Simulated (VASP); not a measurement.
# TiAl3 (Pmm2) in VASP: a series of runs, part 2 of 2

VASP 6.6.1. The steps go on from the part before.

## (3) Single point, LDA

INCAR

```
PREC = Accurate ; ENCUT = 520
EDIFF = 1E-7 ; ISMEAR = 0
SIGMA = 0.1 ; LREAL = False
LASPH = True ; NELM = 60
ALGO = Fast ; ISIF = 2
LWAVE = False ; LCHARG = False
GGA = CA ; NBANDS = 18
```

KPOINTS

```
regular mesh
0
Gamma
  14 10 10
```

POSCAR

```
TiAl3
1.0
    2.8396770000      0.0000000000      0.0000000000
    0.0000000000      4.6812640000      0.0000000000
    0.0000000000      0.0000000000      4.9007420000
Ti Al
1 3
Direct
    0.0000000000      0.5000000000      0.1659160000
    0.5000000000      0.5000000000      0.6672710000
    0.5000000000      0.0000000000      0.3309120000
    0.0000000000      0.0000000000      0.8359000000
```

Potentials or basis: VASP PAW LDA potentials, release 64 (Ti_sv, Al).

Started as:

```bash
$ cat potpaw_LDA.64/Ti_sv/POTCAR potpaw_LDA.64/Al/POTCAR > POTCAR
$ mpirun -np 1 vasp_std > vasp.out
```

OUTCAR:

```text
PREC = Accurate
   ENCUT = 520
   EDIFF = 1E-7
   ISMEAR = 0
   LREAL = False
   LASPH = True
   NELM = 60
   ISIF = 2
   GGA = CA

 ion  position               nearest neighbor table
   1  0.000  0.500  0.166-   2 2.83   2 2.83   2 2.84   2 2.84   4 2.85   4 2.85   3 2.85   3 2.85
                             3 2.85   3 2.85
   2  0.500  0.500  0.667-   1 2.83   1 2.83   1 2.84   1 2.84   4 2.86   4 2.86   4 2.86   4 2.86
                             3 2.86   3 2.86
   3  0.500  0.000  0.331-   4 2.81   4 2.81   4 2.85   4 2.85   1 2.85   1 2.85   1 2.85   1 2.85
                             2 2.86   2 2.86
   4  0.000  0.000  0.836-   3 2.81   3 2.81   1 2.85   1 2.85   3 2.85   3 2.85   2 2.86   2 2.86
                             2 2.86   2 2.86

  LATTYP: Found a simple orthorhombic cell.
 ALAT       =     2.8396770000
 B/A-ratio  =     1.6485198845
 C/A-ratio  =     1.7258096607

  Lattice vectors:

 A1 = (   2.8396770000,   0.0000000000,   0.0000000000)
 A2 = (   0.0000000000,   4.6812640000,   0.0000000000)
 A3 = (   0.0000000000,   0.0000000000,   4.9007420000)

Analysis of symmetry for initial positions (statically):
=====================================================================
 Subroutine PRICEL returns:
 Original cell was already a primitive cell.

 Routine SETGRP: Setting up the symmetry group for a
 simple orthorhombic supercell.

 Subroutine GETGRP returns: Found  4 space group operations
 (whereof  4 operations were pure point group operations)
 out of a pool of  8 trial point group operations.

The static configuration has the point symmetry C_2v.

Analysis of symmetry for dynamics (positions and initial velocities):
=====================================================================
 Subroutine PRICEL returns:
 Original cell was already a primitive cell.

[... 130 lines left out ...]
     AMIX     =   0.40;   BMIX     =  1.00
     AMIX_MAG =   1.60;   BMIX_MAG =  1.00
  volume/ion in A,a.u.               =      16.29       109.91
  Fermi-wavevector in a.u.,A,eV,Ry     =   1.122492  2.121202 17.143184  1.259988
  Thomas-Fermi vector in A             =   2.259152
   LORBIT       =      0    0 simple, 1 ext, 2 COOP (PROOUT), +10 PAW based schemes
   GGA     = CA    functional components
   LHFCALC =     F    Hartree Fock is set to
   AEXX    =    0.0000 exact exchange contribution
   IVDW    =     0    specifies the selected vdW correction
   LEPSILON=     F    determine dielectric tensor
   LRPA    =     F    only Hartree local field effects (RPA)
 non-spin polarized calculation
 RMM-DIIS sequential band-by-band and
 Gauss-broadening in eV      SIGMA  =   0.10
  energy-cutoff  :      520.00
  volume of cell :       65.15
 maximum number of plane-waves:      1776
 NGX is ok and might be reduce to    24
   NGX = 11   NGY = 17   NGZ = 19

 number of electron      21.0000004 magnetization

 Free energy of the ion-electron system (eV)
  ---------------------------------------------------
  ext. energy  EPLUGINS =         0.00000000
  ---------------------------------------------------
  free energy    TOTEN  =       -22.08229538 eV

  energy without entropy =      -22.06821036  energy(sigma->0) =      -22.07525287

 E-fermi :   7.8194     XC(G=0): -10.8191

 val. band max:        7.8192949566   @ k =   0.5000   0.0000   0.3000
 cond. band min:       7.8225932927   @ k =   0.3571   0.5000   0.2000
 fundamental gap:      0.0032983361
 Fermi energy:         7.8194156365

 k-point     1 :       0.0000    0.0000    0.0000
  band No.  band energies     occupation
      1     -47.9860      2.00000
      2     -24.6993      2.00000
      3     -24.6918      2.00000
      4     -24.3297      2.00000
      5      -2.2482      2.00000
      6       2.7773      2.00000
[... 481 lines left out ...]
      5       2.3554      2.00000
      6       2.5283      2.00000
[... 10 lines left out ...]
     17      11.8111      0.00000
     18      12.1838      0.00000

 [... further k-points ...]

------------------------ aborting loop because EDIFF is reached ----------------------------------------

  FORCE on cell =-STRESS in cart. coord.  units (eV):
  Direction    XX          YY          ZZ          XY          YZ          ZX
  --------------------------------------------------------------------------------------
  -------------------------------------------------------------------------------------
  Total       -2.5920768     -1.7196676     -1.7828151      0.0000000      0.0000000      0.0000000
  in kB      -63.7477018    -42.2922877    -43.8452924      0.0000000      0.0000000      0.0000000
  external PRESSURE =     -49.9617607 kB  Pullay stress =       0.0000000 kB

 VOLUME and BASIS-vectors are now :
 -----------------------------------------------------------------------------
  energy-cutoff  :      520.00
  volume of cell :       65.15
      direct lattice vectors                 reciprocal lattice vectors
     2.839677000  0.000000000  0.000000000     0.352152727  0.000000000  0.000000000
     0.000000000  4.681264000  0.000000000     0.000000000  0.213617519  0.000000000
     0.000000000  0.000000000  4.900742000     0.000000000  0.000000000  0.204050734

 POSITION                                       TOTAL-FORCE (eV/Angst)
 -----------------------------------------------------------------------------------
      0.00000      2.34063      0.81311         0.000000      0.000000     -0.062330
      1.41984      2.34063      3.27012         0.000000      0.000000      0.010217
      1.41984      0.00000      1.62171         0.000000      0.000000     -0.033219
      0.00000      0.00000      4.09653         0.000000      0.000000      0.085332
 -----------------------------------------------------------------------------------
    total drift:                                0.000000      0.000000      0.000170

  FREE ENERGIE OF THE ION-ELECTRON SYSTEM (eV)
  ---------------------------------------------------
  free  energy   TOTEN  =       -22.0822953822 eV

  energy  without entropy=      -22.0682103604  energy(sigma->0) =      -22.07525287
```

OSZICAR:

```text
N       E                     dE             d eps       ncg     rms          rms(c)
DAV:   1     0.128393563639E+03    0.12839E+03   -0.95042E+03 10368   0.108E+03
DAV:   2    -0.108806448636E+02   -0.13927E+03   -0.13599E+03 10486   0.293E+02
DAV:   3    -0.231672620987E+02   -0.12287E+02   -0.12085E+02 18260   0.716E+01
[... 24 lines left out ...]
RMM:  28    -0.220822948882E+02   -0.28513E-06   -0.31177E-06 11730   0.557E-03    0.847E-04
RMM:  29    -0.220822950803E+02   -0.19208E-06   -0.21005E-06 11003   0.466E-03    0.654E-04
RMM:  30    -0.220822952222E+02   -0.14193E-06   -0.15691E-06 11889   0.448E-03    0.470E-04
RMM:  31    -0.220822953140E+02   -0.91799E-07   -0.10704E-06 11158   0.379E-03    0.236E-04
RMM:  32    -0.220822953822E+02   -0.68141E-07   -0.78633E-07 10436   0.325E-03
   1 F= -.22082295E+02 E0= -.22075253E+02  d E =-.140850E-01
```

stdout:

```text
POSCAR found type information on POSCAR TiAl
 POSCAR found :  2 types and       4 ions
 scaLAPACK will be used
 LDA part: xc-table for (Slater(with rela. corr.)+CA(PZ))
 , standard interpolation
[... 28 lines left out ...]
 num prob  num prob  num prob  num prob WARNING in EDDRMM: call to ZHEGV failed, returncode =   8  4      2
 num prob  num prob  num prob  num prob  num prob  num prob  num prob RMM:  30    -0.220822952222E+02   -0.14193E-06   -0.15691E-06 11889   0.448E-03    0.470E-04
 num prob WARNING in EDDRMM: call to ZHEGV failed, returncode =   8  4     18
 num prob  num prob  num prob  num prob RMM:  31    -0.220822953140E+02   -0.91799E-07   -0.10704E-06 11158   0.379E-03    0.236E-04
 num prob WARNING in EDDRMM: call to ZHEGV failed, returncode =   6  3     15
 num prob WARNING in EDDRMM: call to ZHEGV failed, returncode =   8  4     17
 num prob  num prob  num prob  num prob  num prob  num prob RMM:  32    -0.220822953822E+02   -0.68141E-07   -0.78633E-07 10436   0.325E-03
```

It took 6.5 min on 1 thread of Intel Xeon Platinum 8488C (Sapphire Rapids), shared host; peak memory 0.4 GiB.

Results:

```
Free energy            : -22.0823 eV
Pressure               : -5.0 GPa
Largest force          : 0.085 eV/Å
Band gap on the k mesh : zero (an odd number of electrons rules out a gap without spin polarisation)
```

Forces in eV/Å, atoms in the order of the input:
```
Ti   0.000  0.000 -0.062
Al   0.000  0.000  0.010
Al   0.000  0.000 -0.033
Al   0.000  0.000  0.085
```

Caveat: the cell stands under tension.
